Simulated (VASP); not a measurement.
# GaSb (I-4m2) in VASP: a series of runs, part 2 of 2

VASP 6.6.1.

## 4. Single point, r2SCAN (strain +0.000 along x and y, +0.025 along z)

POSCAR reads:

```
GaSb
1.0
    0.0000000000      3.0590000000      3.1354750000
    3.0590000000      0.0000000000      3.1354750000
    3.0590000000      3.0590000000      0.0000000000
Ga Sb
1 1
Direct
    0.0000000000      0.0000000000      0.0000000000
    0.7500000000      0.7500000000      0.7500000000
```

INCAR.step1 reads:

```
  PREC = Accurate
  ENCUT = 520
  ISMEAR = 0
  SIGMA = 0.05
  LREAL = False
  LASPH = True
  NELM = 60
  NBANDS = 16
  GGA = PE
  ALGO = Normal
  EDIFF = 1E-4
  LWAVE = True
  LCHARG = False
```

INCAR.step2 reads:

```
  PREC = Accurate
  ENCUT = 520
  EDIFF = 1E-6
  ISMEAR = 0
  SIGMA = 0.05
  LREAL = False
  LASPH = True
  NELM = 60
  ALGO = Normal
  ISIF = 2
  LWAVE = False
  LCHARG = True
  METAGGA = R2SCAN
  LMIXTAU = True
  LELF = True
  LVHAR = True
  NBANDS = 16
  ISTART = 1
```

KPOINTS reads:

```
regular mesh
0
Gamma
  10 10 10
```

Potentials or basis: VASP PAW PBE potentials, release 64 (Ga_d, Sb).

Run with:

```console
> cat potpaw_PBE.64/Ga_d/POTCAR potpaw_PBE.64/Sb/POTCAR > POTCAR
> cp INCAR.step1 INCAR
> mpirun -np 1 vasp_std > vasp.out
> cp INCAR.step2 INCAR
> mpirun -np 1 vasp_std > vasp.out
```

OUTCAR:

```text
PREC = Accurate
   ENCUT = 520
   EDIFF = 1E-6
   ISMEAR = 0
   LREAL = False
   LASPH = True
   NELM = 60
   ISIF = 2
   METAGGA = R2SCAN
   ISTART = 1

 ion  position               nearest neighbor table
   1  0.000  0.000  0.000-   2 2.67   2 2.67   2 2.67   2 2.67
   2  0.750  0.750  0.750-   1 2.67   1 2.67   1 2.67   1 2.67

  LATTYP: Found a body centered tetragonal cell.
 ALAT       =     4.3260792873
 C/A-ratio  =     1.4495689014

  Lattice vectors:

 A1 = (  -3.0590000000,   0.0000000000,   3.1354750000)
 A2 = (   3.0590000000,   0.0000000000,   3.1354750000)
 A3 = (   0.0000000000,   3.0590000000,  -3.1354750000)

Analysis of symmetry for initial positions (statically):
=====================================================================
 Subroutine PRICEL returns:
 Original cell was already a primitive cell.

 Routine SETGRP: Setting up the symmetry group for a
 body centered tetragonal supercell.

 Subroutine GETGRP returns: Found  8 space group operations
 (whereof  8 operations were pure point group operations)
 out of a pool of 16 trial point group operations.

[... 157 lines left out ...]
  ext. energy  EPLUGINS =         0.00000000
  ---------------------------------------------------
  free energy    TOTEN  =       -37.59888343 eV

  energy without entropy =      -37.59888235  energy(sigma->0) =      -37.59888289

 E-fermi :   4.5909     XC(G=0):  -9.6082

 val. band max:        4.4834821600   @ k =   0.0000   0.0000   0.0000
 cond. band min:       4.6907922324   @ k =   0.0000   0.0000   0.0000
 fundamental gap:      0.2073100724
 Fermi energy:         4.5909278732

 k-point     1 :       0.0000    0.0000    0.0000
  band No.  band energies     occupation
      1     -11.0194      2.00000
      2     -11.0161      2.00000
      3     -11.0161      2.00000
      4     -10.9660      2.00000
      5     -10.9627      2.00000
      6      -7.3222      2.00000
[... 433 lines left out ...]
      3     -10.9975      2.00000
      4     -10.9698      2.00000
      5     -10.9633      2.00000
      6      -5.7134      2.00000
[... 8 lines left out ...]
     15      15.2576      0.00000
     16      15.3048      0.00000

 [... further k-points ...]
[... 5 lines left out ...]
  --------------------------------------------------------------------------------------
  -------------------------------------------------------------------------------------
  Total       -0.1558673     -0.1558673     -0.6134275      0.0000000      0.0000000      0.0000000
  in kB       -4.2557216     -4.2557216    -16.7487172      0.0000000      0.0000000      0.0000000
  external PRESSURE =      -8.4200534 kB  Pullay stress =       0.0000000 kB

 VOLUME and BASIS-vectors are now :
 -----------------------------------------------------------------------------
  energy-cutoff  :      520.00
  volume of cell :       58.68
      direct lattice vectors                 reciprocal lattice vectors
     0.000000000  3.059000000  3.135475000    -0.163452109  0.163452109  0.159465472
     3.059000000  0.000000000  3.135475000     0.163452109 -0.163452109  0.159465472
     3.059000000  3.059000000  0.000000000     0.163452109  0.163452109 -0.159465472

 POSITION                                       TOTAL-FORCE (eV/Angst)
 -----------------------------------------------------------------------------------
      0.00000      0.00000      0.00000        -0.000000     -0.000000     -0.000000
      4.58850      4.58850      4.70321         0.000000      0.000000      0.000000
 -----------------------------------------------------------------------------------
    total drift:                                0.000226      0.000226      0.000034

  FREE ENERGIE OF THE ION-ELECTRON SYSTEM (eV)
  ---------------------------------------------------
  free  energy   TOTEN  =       -37.5988834272 eV

  energy  without entropy=      -37.5988823492  energy(sigma->0) =      -37.59888289
```

OSZICAR.step1:

```text
N       E                     dE             d eps       ncg     rms          rms(c)
DAV:   1     0.839617008738E+02    0.83962E+02   -0.86388E+03  3272   0.138E+03
DAV:   2    -0.941899312808E+00   -0.84904E+02   -0.81485E+02  3872   0.299E+02
DAV:   3    -0.729984315399E+01   -0.63579E+01   -0.63430E+01  3864   0.655E+01
DAV:   4    -0.741195573523E+01   -0.11211E+00   -0.11210E+00  4168   0.974E+00
DAV:   5    -0.741457092823E+01   -0.26152E-02   -0.26152E-02  4152   0.130E+00    0.308E+00
DAV:   6    -0.737396525927E+01    0.40606E-01   -0.61740E-02  4664   0.382E+00    0.184E+00
DAV:   7    -0.736220931071E+01    0.11756E-01   -0.35916E-02  3840   0.152E+00    0.340E-01
DAV:   8    -0.736316550748E+01   -0.95620E-03   -0.42529E-03  4376   0.736E-01    0.781E-02
DAV:   9    -0.736364580965E+01   -0.48030E-03   -0.65536E-04  3864   0.197E-01    0.320E-02
DAV:  10    -0.736368127463E+01   -0.35465E-04   -0.37200E-05  3360   0.389E-02
   1 F= -.73636813E+01 E0= -.73636531E+01  d E =-.564378E-04
```

Wall time 3.2 min (1 thread of Intel Xeon Platinum 8488C (Sapphire Rapids), shared host); peak memory 0.28 GiB.

Results:

```yaml
Free_energy: -37.5989 eV
Pressure: -0.8 GPa
Band_gap_on_the_k_mesh: 0.21 eV
```

Stress tensor (GPa, compression positive):
```
-0.43  0.00  0.00
 0.00 -0.43  0.00
 0.00  0.00 -1.67
```

Caveat: the cell differs from its parent crystal (strain +0.000 along x and y, +0.025 along z); semilocal functionals underestimate gaps, and a narrow one can read as zero; the PAW data sets were made with another functional, which shifts forces and pressure a little; spin-orbit coupling is left out, which moves the levels of the heavy elements. A k mesh can miss the band edges.

## 5. Single point, r2SCAN (strain +0.000 along x and y, +0.050 along z)

POSCAR reads:

```
GaSb
1.0
    0.0000000000      3.0590000000      3.2119500000
    3.0590000000      0.0000000000      3.2119500000
    3.0590000000      3.0590000000      0.0000000000
Ga Sb
1 1
Direct
    0.0000000000      0.0000000000      0.0000000000
    0.7500000000      0.7500000000      0.7500000000
```

INCAR.step1 reads:

```
SYSTEM = GaSb
PREC = Accurate
ENCUT = 520
ISMEAR = 0
SIGMA = 0.05
LREAL = .False.
LASPH = .True.
NELM = 60
NBANDS = 16
GGA = PE
ALGO = Normal
EDIFF = 1E-4
LWAVE = .True.
LCHARG = .False.
```

INCAR.step2 reads:

```
SYSTEM = GaSb
PREC = Accurate
ENCUT = 520
EDIFF = 1E-6
ISMEAR = 0
SIGMA = 0.05
LREAL = .False.
LASPH = .True.
NELM = 60
ALGO = Normal
ISIF = 2
LWAVE = .False.
LCHARG = .False.
METAGGA = R2SCAN
LMIXTAU = .True.
NBANDS = 16
ISTART = 1
```

KPOINTS reads:

```
Automatic mesh
0
Gamma
  10 10 10
  0 0 0
```

Run with:

```console
> cat potpaw_PBE.64/Ga_d/POTCAR potpaw_PBE.64/Sb/POTCAR > POTCAR
> cp INCAR.step1 INCAR
> mpirun -np 1 vasp_std > vasp.out
> cp INCAR.step2 INCAR
> mpirun -np 1 vasp_std > vasp.out
```

Run time: 3.3 min. Hardware: 1 thread of Intel Xeon Platinum 8488C (Sapphire Rapids), shared host; peak memory 0.28 GiB.

It converged, with:

```
Free energy            : -37.5750 eV
Pressure               : -1.9 GPa
Band gap on the k mesh : zero (filled and empty bands touch)
```

Stress tensor (GPa, compression positive):
```
-1.10  0.00  0.00
 0.00 -1.10  0.00
 0.00  0.00 -3.63
```

Levels at points of the mesh, in eV from the Fermi level:
| k point | band 5 | band 6 | band 7 | band 8 | band 9 | band 10 | band 11 | band 12 | band 13 | band 14 |
| --- | --- | --- | --- | --- | --- | --- | --- | --- | --- | --- |
| (0.00, 0.00, 0.00) | -15.46 | -11.69 | -0.31 | -0.04 | -0.01 | -0.01 | 2.85 | 2.85 | 3.01 | 6.18 |
| (0.50, 0.00, 0.00) | -15.46 | -10.10 | -6.44 | -1.43 | -1.05 | 0.43 | 3.83 | 4.03 | 6.85 | 9.46 |
| (0.50, 0.50, 0.00) | -15.47 | -9.40 | -7.07 | -2.43 | -2.43 | 1.32 | 1.67 | 8.78 | 8.78 | 10.11 |
| (0.50, 0.00, 0.50) | -15.46 | -9.23 | -6.85 | -2.74 | -2.69 | 0.93 | 1.36 | 8.71 | 8.72 | 10.15 |

Caveat: the cell differs from its parent crystal (strain +0.000 along x and y, +0.050 along z); semilocal functionals underestimate gaps, and a narrow one can read as zero; the PAW data sets were made with another functional, which shifts forces and pressure a little; spin-orbit coupling is left out, which moves the levels of the heavy elements.

## 6. The runs side by side

```tsv
cell	gap on the mesh (eV)	pressure (GPa)
a = 4.272, b = 4.272, c = 4.326 Å, angles 59.6, 59.6, 60.8°, 2 atoms	0.54	2.0
a = 4.327, b = 4.327, c = 4.218 Å, angles 60.8, 60.8, 58.3°, 2 atoms	0.52	2.0
a = 4.380, b = 4.380, c = 4.326 Å, angles 60.4, 60.4, 59.2°, 2 atoms	0.21	-0.8
a = 4.436, b = 4.436, c = 4.326 Å, angles 60.8, 60.8, 58.4°, 2 atoms	none	-1.9
```

Alike in all rows: task single point; level r2SCAN; potentials or basis VASP PAW PBE potentials, release 64 (Ga_d, Sb); no spin polarisation; k mesh 10 × 10 × 10; cutoff (eV) 520; smearing gaussian 0.05 eV.

Caveats: semilocal functionals underestimate gaps, and a narrow one can read as zero; the PAW data sets were made with another functional, which shifts forces and pressure a little; spin-orbit coupling is left out, which moves the levels of the heavy elements.

Total energies depend on the potentials used, so only differences within one code and one set of settings carry meaning.

The gap in the log of VASP goes by the Fermi energy; the results here count the filled bands.